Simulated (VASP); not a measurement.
# SiNi (Pnma) in VASP: notebook

SiNi is run at these levels: PBE; tasks: relaxation of shape and atoms at fixed volume, single point.

Program: VASP 6.6.1. These are calculated values, not measurements. Logs are shortened: lines on timing, memory, paths and dates and some standing lists are left out, and cuts for length are marked.

## 1. The cell of the first run

It takes space group Pnma (No. 62, orthorhombic). Conventional cell: a = 5.215 Å, b = 3.419 Å, c = 5.702 Å, α = 90.00°, β = 90.00°, γ = 90.00°. Si (site symmetry m) has 6 Ni at 2.31 to 2.44 Å and 2 Si at 2.71 Å within 3.1 Å. Within 3.1 Å of Ni (site symmetry m) lie 6 Si at 2.31 to 2.44 Å and 4 Ni at 2.70 to 2.76 Å.

## 2. Relaxation of shape and atoms at fixed volume, PBE (12.71 Å³/atom)

Contents of INCAR:

```
SYSTEM = SiNi
PREC = Accurate
ENCUT = 600
EDIFF = 1E-6
ISMEAR = 0
SIGMA = 0.05
LREAL = .FALSE.
LASPH = .TRUE.
NELM = 80
ALGO = Fast
ISIF = 4
LWAVE = .FALSE.
LCHARG = .FALSE.
GGA = PE
IBRION = 2
NSW = 60
EDIFFG = -0.01
```

Contents of KPOINTS:

```
Automatic mesh
0
G
  8 10 6
  0 0 0
```

Contents of POSCAR:

```
SiNi
1.0
    5.2154842877      0.0000000000      0.0000000000
    0.0000000000      3.4189522412      0.0000000000
    0.0000000000      0.0000000000      5.7019800938
Si Ni
4 4
Direct
    0.3204084574      0.7500000000      0.0836233362
    0.1795915426      0.2500000000      0.5836233362
    0.8204084574      0.7500000000      0.4163766638
    0.6795915426      0.2500000000      0.9163766638
    0.0074919128      0.2500000000      0.1894931110
    0.4925080872      0.7500000000      0.6894931110
    0.5074919128      0.2500000000      0.3105068890
    0.9925080872      0.7500000000      0.8105068890
```

Potentials or basis: VASP PAW PBE potentials, release 64 (Si, Ni).

Launch:

```
cat potpaw_PBE.64/Si/POTCAR potpaw_PBE.64/Ni/POTCAR > POTCAR
mpirun -np 1 vasp_std > vasp.out
```

OUTCAR:

```text
SYSTEM = SiNi
   PREC = Accurate
   ENCUT = 600
   EDIFF = 1E-6
   ISMEAR = 0
   LREAL = .FALSE.
   LASPH = .TRUE.
   NELM = 80
   ISIF = 4
   GGA = PE
   IBRION = 2
   NSW = 60
   EDIFFG = -0.01

 ion  position               nearest neighbor table
   1  0.320  0.750  0.084-   8 2.31   7 2.36   7 2.36   6 2.42   5 2.44   5 2.44   4 2.71   4 2.71

   2  0.180  0.250  0.584-   7 2.31   8 2.36   8 2.36   5 2.42   6 2.44   6 2.44   3 2.71   3 2.71

   3  0.820  0.750  0.416-   6 2.31   5 2.36   5 2.36   8 2.42   7 2.44   7 2.44   2 2.71   2 2.71

   4  0.680  0.250  0.916-   5 2.31   6 2.36   6 2.36   7 2.42   8 2.44   8 2.44   1 2.71   1 2.71

   5  0.007  0.250  0.189-   4 2.31   3 2.36   3 2.36   2 2.42   1 2.44   1 2.44   7 2.70   7 2.70
                             8 2.76   8 2.76
   6  0.493  0.750  0.689-   3 2.31   4 2.36   4 2.36   1 2.42   2 2.44   2 2.44   8 2.70   8 2.70
                             7 2.76   7 2.76
   7  0.507  0.250  0.311-   2 2.31   1 2.36   1 2.36   4 2.42   3 2.44   3 2.44   5 2.70   5 2.70
                             6 2.76   6 2.76
   8  0.993  0.750  0.811-   1 2.31   2 2.36   2 2.36   3 2.42   4 2.44   4 2.44   6 2.70   6 2.70
                             5 2.76   5 2.76

  LATTYP: Found a simple orthorhombic cell.
 ALAT       =     3.4189522412
 B/A-ratio  =     1.5254627499
 C/A-ratio  =     1.6677565791

  Lattice vectors:

 A1 = (   0.0000000000,  -3.4189522412,   0.0000000000)
 A2 = (   5.2154842877,   0.0000000000,   0.0000000000)
 A3 = (   0.0000000000,   0.0000000000,   5.7019800938)

Analysis of symmetry for initial positions (statically):
=====================================================================
 Subroutine PRICEL returns:
 Original cell was already a primitive cell.

 Routine SETGRP: Setting up the symmetry group for a
 simple orthorhombic supercell.

 Subroutine GETGRP returns: Found  8 space group operations
 (whereof  2 operations were pure point group operations)
 out of a pool of  8 trial point group operations.

The static configuration has the point symmetry S_2 .
 The point group associated with its full space group is D_2h.

Analysis of symmetry for dynamics (positions and initial velocities):
=====================================================================
 Subroutine PRICEL returns:
 Original cell was already a primitive cell.

 Routine SETGRP: Setting up the symmetry group for a
 simple orthorhombic supercell.

 Subroutine GETGRP returns: Found  8 space group operations
 (whereof  2 operations were pure point group operations)
 out of a pool of  8 trial point group operations.

The dynamic configuration has the point symmetry S_2 .
 The point group associated with its full space group is D_2h.

 Subroutine INISYM returns: Found  8 space group operations
 (whereof  2 operations are pure point group operations),
 and found     1 'primitive' translations

----------------------------------------------------------------------------------------

                                     Primitive cell

  volume of cell :     101.6748

  direct lattice vectors                    reciprocal lattice vectors
     5.215484288  0.000000000  0.000000000     0.191736749  0.000000000  0.000000000
     0.000000000  3.418952241  0.000000000     0.000000000  0.292487268  0.000000000
     0.000000000  0.000000000  5.701980094     0.000000000  0.000000000  0.175377673

  length of vectors
     5.215484288  3.418952241  5.701980094     0.191736749  0.292487268  0.175377673

  position of ions in fractional coordinates (direct lattice)
     0.320408457  0.750000000  0.083623336
     0.179591543  0.250000000  0.583623336
     0.820408457  0.750000000  0.416376664
     0.679591543  0.250000000  0.916376664
     0.007491913  0.250000000  0.189493111
     0.492508087  0.750000000  0.689493111
     0.507491913  0.250000000  0.310506889
     0.992508087  0.750000000  0.810506889

  ion indices of the primitive-cell ions
   primitive index   ion index
                 1           1
                 2           2
                 3           3
                 4           4
                 5           5
                 6           6
                 7           7
                 8           8

----------------------------------------------------------------------------------------

 KPOINTS: Automatic mesh

Automatic generation of k-mesh.
 Grid dimensions read from file:
 generate k-points for:    8   10    6

 Generating k-lattice:

  Cartesian coordinates                     Fractional coordinates (reciprocal lattice)
     0.023967094  0.000000000  0.000000000     0.125000000  0.000000000  0.000000000
     0.000000000  0.029248727  0.000000000     0.000000000  0.100000000  0.000000000
     0.000000000  0.000000000  0.029229612     0.000000000  0.000000000  0.166666667

  Length of vectors
     0.023967094  0.029248727  0.029229612

  Shift w.r.t. Gamma in fractional coordinates (k-lattice)
     0.000000000  0.000000000  0.000000000

 Subroutine IBZKPT returns following result:
 ===========================================

 Found    120 irreducible k-points:

 Following reciprocal coordinates:
            Coordinates               Weight
  0.000000  0.000000  0.000000      1.000000
  0.125000  0.000000  0.000000      2.000000
  0.250000  0.000000  0.000000      2.000000
  0.375000  0.000000  0.000000      2.000000
  0.500000  0.000000  0.000000      1.000000
  0.000000  0.100000  0.000000      2.000000
[... 16 lines left out ...]
  0.250000  0.400000  0.000000      4.000000
  0.375000  0.400000  0.000000      4.000000
 [... further k-points ...]
   k-points           NKPTS =    120   k-points in BZ     NKDIM =    120   number of bands    NBANDS=     33
   number of dos      NEDOS =    301   number of ions     NIONS =      8
   total plane-waves  NPLWV =  56448
   dimension x,y,z NGX =    42 NGY =   28 NGZ =   48
   dimension x,y,z NGXF=    84 NGYF=   56 NGZF=   96
   ions per type =               4   4
   NGX,Y,Z   is equivalent  to a cutoff of  13.39, 13.61, 13.99 a.u.
   NGXF,Y,Z  is equivalent  to a cutoff of  26.78, 27.23, 27.99 a.u.
 SYSTEM =  SiNi
   PREC   = accura    normal or accurate (medium, high low for compatibility)
   ISTART =      0    job   : 0-new  1-cont  2-samecut
   ICHARG =      2    charge: 1-file 2-atom 10-const
   ISPIN  =      1    spin polarized calculation?
   LNONCOLLINEAR =      F non collinear calculations
   LSORBIT =      F    spin-orbit coupling
   LASPH  =      T    aspherical Exc in radial PAW
   ENCUT  =  600.0 eV  44.10 Ry    6.64 a.u.  10.42  6.83 11.39*2*pi/ulx,y,z
   NELM   =     80;   NELMIN=  2; NELMDL= -5     # of ELM steps
   EDIFF  = 0.1E-05   stopping-criterion for ELM
   LREAL  =      F    real-space projection
   EDIFFG = -.1E-01   stopping-criterion for IOM
   NSW    =     60    number of steps for IOM
   IBRION =      2    ionic relax: 0-MD 1-quasi-New 2-CG
   NFREE  =      1    steps in history (QN), initial steepest desc. (CG)
   ISIF   =      4    stress and relaxation
   ISYM   =      2    0-nonsym 1-usesym 2-fastsym
   POTIM  = 0.5000    time-step for ionic-motion
   TEBEG  =    0.0;   TEEND  =   0.0 temperature during run
   PSTRESS=    0.0 pullay stress
   NELECT =      56.0000    total number of electrons
   NUPDOWN=      -1.0000    fix difference up-down
   EMIN   =  10.00;   EMAX   =-10.00  energy-range for DOS
   EFERMI =   0.00;   METHOD = LEGACY
   ISMEAR =     0;   SIGMA  =   0.05  broadening in eV -4-tet -1-fermi 0-gaus
   EFERMI_NEDOS =   21; number of points for ismear=-14 and -15
   IALGO  =     68    algorithm
   IMIX   =      4    mixing-type and parameters
     AMIX     =   0.40;   BMIX     =  1.00
     AMIX_MAG =   1.60;   BMIX_MAG =  1.00
  volume/ion in A,a.u.               =      12.71        85.77
  Fermi-wavevector in a.u.,A,eV,Ry     =   1.341940  2.535899 24.501406  1.800803
  Thomas-Fermi vector in A             =   2.470133
   LORBIT       =      0    0 simple, 1 ext, 2 COOP (PROOUT), +10 PAW based schemes
   GGA     = PE    functional components
   LHFCALC =     F    Hartree Fock is set to
   AEXX    =    0.0000 exact exchange contribution
   IVDW    =     0    specifies the selected vdW correction
   LEPSILON=     F    determine dielectric tensor
   LRPA    =     F    only Hartree local field effects (RPA)
 conjugate gradient relaxation of ions
 non-spin polarized calculation
 RMM-DIIS sequential band-by-band and
 Gauss-broadening in eV      SIGMA  =   0.05
  energy-cutoff  :      600.00
  volume of cell :      101.67
 maximum number of plane-waves:      3416
 NGX is ok and might be reduce to    42
   NGX = 21   NGY = 13   NGZ = 23

--------------------------------------- Ionic step        1  -------------------------------------------

 number of electron      56.0000023 magnetization

 Free energy of the ion-electron system (eV)
  ---------------------------------------------------
  ext. energy  EPLUGINS =         0.00000000
  ---------------------------------------------------
  free energy    TOTEN  =       -47.52921443 eV

  energy without entropy =      -47.52686716  energy(sigma->0) =      -47.52804079

------------------------ aborting loop because EDIFF is reached ----------------------------------------

  FORCE on cell =-STRESS in cart. coord.  units (eV):
  Direction    XX          YY          ZZ          XY          YZ          ZX
  --------------------------------------------------------------------------------------
  -------------------------------------------------------------------------------------
  Total       -4.0397212     -4.0251360     -3.9607856      0.0000000      0.0000000      0.0000000
  in kB      -63.6573578    -63.4275252    -62.4135006      0.0000000      0.0000000      0.0000000
  external PRESSURE =     -63.1661279 kB  Pullay stress =       0.0000000 kB
[... 237 lines left out ...]
  energy  without entropy=      -47.5277001689  energy(sigma->0) =      -47.52890500

--------------------------------------- Ionic step        7  -------------------------------------------

 number of electron      56.0000024 magnetization

 Free energy of the ion-electron system (eV)
  ---------------------------------------------------
  ext. energy  EPLUGINS =         0.00000000
  ---------------------------------------------------
  free energy    TOTEN  =       -47.53020342 eV

  energy without entropy =      -47.52773640  energy(sigma->0) =      -47.52896991

 E-fermi :   9.7287     XC(G=0): -11.9737

 val. band max:        9.7267145051   @ k =   0.2500   0.5000   0.0000
 cond. band min:       9.7359374401   @ k =   0.0000   0.3000   0.0000
 fundamental gap:      0.0092229349
 Fermi energy:         9.7286717740

 k-point     1 :       0.0000    0.0000    0.0000
  band No.  band energies     occupation
      1      -2.8433      2.00000
      2       0.3638      2.00000
      3       1.6252      2.00000
      4       2.1698      2.00000
      5       3.5181      2.00000
      6       3.9567      2.00000
[... 853 lines left out ...]
     32      10.7870      0.00000
     33      12.1569      0.00000

 [... further k-points ...]

------------------------ aborting loop because EDIFF is reached ----------------------------------------

  FORCE on cell =-STRESS in cart. coord.  units (eV):
  Direction    XX          YY          ZZ          XY          YZ          ZX
  --------------------------------------------------------------------------------------
  -------------------------------------------------------------------------------------
  Total       -3.6610183     -3.7387446     -3.6986791     -0.0000000      0.0000000      0.0000000
  in kB      -57.6898108    -58.9146109    -58.2832631     -0.0000000      0.0000000      0.0000000
  external PRESSURE =     -58.2958949 kB  Pullay stress =       0.0000000 kB
[... 23 lines left out ...]
  FREE ENERGIE OF THE ION-ELECTRON SYSTEM (eV)
  ---------------------------------------------------
  free  energy   TOTEN  =       -47.5302034214 eV

  energy  without entropy=      -47.5277363973  energy(sigma->0) =      -47.52896991

 reached required accuracy - stopping structural energy minimisation
```

Run time: 15 min. Hardware: 1 thread of Oxide Virtual Turin-like, shared host; peak memory 0.49 GiB.

Results:

```yaml
Free_energy: -47.5302 eV
Energy_gained_by_relaxing: 0.1 meV/atom
Ionic_steps: 7
Pressure_after_relaxing: -5.8 GPa
Largest_force_after_relaxing: 0.005 eV/Å
Band_gap_on_the_k_mesh: zero (bands 28 and 29 overlap by 1.76 eV)
```

Forces in eV/Å, atoms in the order of the input:
```
Si   0.000  0.000 -0.005
Si   0.000  0.000 -0.005
Si   0.000  0.000  0.005
Si   0.000  0.000  0.005
Ni   0.003  0.000 -0.003
Ni  -0.003  0.000 -0.003
Ni   0.003  0.000  0.003
Ni  -0.003  0.000  0.003
```

The path:
```csv
step,energy change (eV),largest force (eV/Å),pressure (GPa),volume (Å³)
1,0.0000,0.0428,-6.32,101.67
2,-0.0005,0.0254,-6.00,101.67
3,-0.0008,0.0169,-5.89,101.67
4,-0.0008,0.0253,-5.85,101.67
5,-0.0009,0.0115,-6.01,101.67
6,-0.0009,0.0124,-6.02,101.67
7,-0.0010,0.0050,-5.83,101.67
```

Final structure:
```xyz
8
Lattice="5.2121 0.0000 0.0000 0.0000 3.4151 0.0000 0.0000 0.0000 5.7122" Properties=species:S:1:pos:R:3 pbc="T T T"
Si    1.6648    2.5613    0.4746
Si    0.9412    0.8538    3.3307
Si    4.2709    2.5613    2.3814
Si    3.5472    0.8538    5.2375
Ni    0.0355    0.8538    1.0886
Ni    2.5705    2.5613    3.9447
Ni    2.6416    0.8538    1.7675
Ni    5.1765    2.5613    4.6236
```

Levels at points of the mesh, in eV from the Fermi level:
```tsv
k point	band 24	band 25	band 26	band 27	band 28	band 29	band 30	band 31	band 32	band 33
(0.00, 0.00, 0.00)	-1.82	-1.79	-1.11	-1.02	-0.89	0.64	1.12	3.28	3.72	3.99
(0.50, 0.00, 0.00)	-1.89	-1.75	-1.75	1.01	1.01	1.12	1.12	3.47	3.47	4.39
(0.00, 0.50, 0.00)	-1.99	-1.77	-1.77	-1.33	-1.33	-0.58	-0.58	1.88	1.88	2.39
(0.50, 0.50, 0.00)	-1.93	-1.57	-1.57	-1.57	-1.57	0.36	0.36	0.36	0.36	4.16
(0.00, 0.00, 0.50)	-1.93	-1.37	-1.37	-0.26	-0.26	0.91	0.91	3.04	3.04	4.21
(0.50, 0.00, 0.50)	-2.00	-0.98	-0.98	0.74	0.74	2.23	2.23	2.66	2.68	2.73
(0.00, 0.50, 0.50)	-1.90	-1.84	-1.84	-1.61	-1.61	0.17	0.17	1.15	1.15	2.13
(0.50, 0.50, 0.50)	-2.04	-1.77	-1.77	-1.77	-1.77	2.36	2.36	2.36	2.36	3.36
```

Spin polarisation is off, so any magnetic state and its effect on volume and gap are missing.

## 3. Single point, PBE

This run uses another cell than the first one, of 12.22 Å³/atom.

Contents of INCAR:

```
SYSTEM = SiNi
ALGO = Fast
EDIFF = 1E-7
ENCUT = 520
GGA = PE
ISIF = 2
ISMEAR = 0
LASPH = .TRUE.
LCHARG = .TRUE.
LELF = .TRUE.
LREAL = .FALSE.
LVHAR = .TRUE.
LWAVE = .FALSE.
NBANDS = 38
NELM = 60
PREC = Accurate
SIGMA = 0.05
```

Contents of KPOINTS:

```
k-points
0
G
  8 10 6
  0 0 0
```

Contents of POSCAR:

```
SiNi
1.0
    5.1512635175      0.0000000000      0.0000000000
    0.0000000000      3.3777567876      0.0000000000
    0.0000000000      0.0000000000      5.6187264731
Si Ni
4 4
Direct
    0.3213548306      0.7500000000      0.0841685872
    0.1786451694      0.2500000000      0.5841685872
    0.8213548306      0.7500000000      0.4158314128
    0.6786451694      0.2500000000      0.9158314128
    0.0083050210      0.2500000000      0.1884531108
    0.4916949790      0.7500000000      0.6884531108
    0.5083050210      0.2500000000      0.3115468892
    0.9916949790      0.7500000000      0.8115468892
```

Potentials or basis: VASP PAW PBE potentials, release 64 (Si, Ni).

Launch:

```
cat potpaw_PBE.64/Si/POTCAR potpaw_PBE.64/Ni/POTCAR > POTCAR
mpirun -np 1 vasp_std > vasp.out
```

Wall time 12 min (1 thread of Oxide Virtual Turin-like, shared host); peak memory 0.41 GiB.

The run converged. Its results:

```
Free energy            : -47.6053 eV
Pressure               : 0.1 GPa
Largest force          : 0.011 eV/Å
Band gap on the k mesh : zero (bands 28 and 29 overlap by 1.81 eV)
```

Forces in eV/Å, atoms in the order of the input:
```
Si   0.001  0.000  0.004
Si  -0.001  0.000  0.004
Si   0.001  0.000 -0.004
Si  -0.001  0.000 -0.004
Ni   0.011  0.000 -0.002
Ni  -0.011  0.000 -0.002
Ni   0.011  0.000  0.002
Ni  -0.011  0.000  0.002
```

Stress tensor (GPa, compression positive):
```
 0.09  0.00  0.00
 0.00 -0.02  0.00
 0.00  0.00  0.09
```

Levels at points of the mesh, in eV from the Fermi level:
```
           k point  band 25  band 26  band 27  band 28  band 29  band 30  band 31  band 32
(0.00, 0.00, 0.00)    -1.79    -1.12    -1.12    -0.92     0.64     1.25     3.30     3.84
(0.50, 0.00, 0.00)    -1.81    -1.81     1.05     1.05     1.09     1.09     3.64     3.64
(0.00, 0.50, 0.00)    -1.85    -1.85    -1.37    -1.37    -0.59    -0.59     1.98     1.98
(0.50, 0.50, 0.00)    -1.65    -1.65    -1.65    -1.65     0.45     0.45     0.45     0.45
(0.00, 0.00, 0.50)    -1.40    -1.40    -0.24    -0.24     0.92     0.92     3.22     3.22
(0.50, 0.00, 0.50)    -1.00    -1.00     0.78     0.78     2.29     2.29     2.76     2.76
(0.00, 0.50, 0.50)    -1.93    -1.93    -1.66    -1.66     0.17     0.17     1.28     1.28
(0.50, 0.50, 0.50)    -1.85    -1.85    -1.85    -1.85     2.52     2.52     2.52     2.52
```
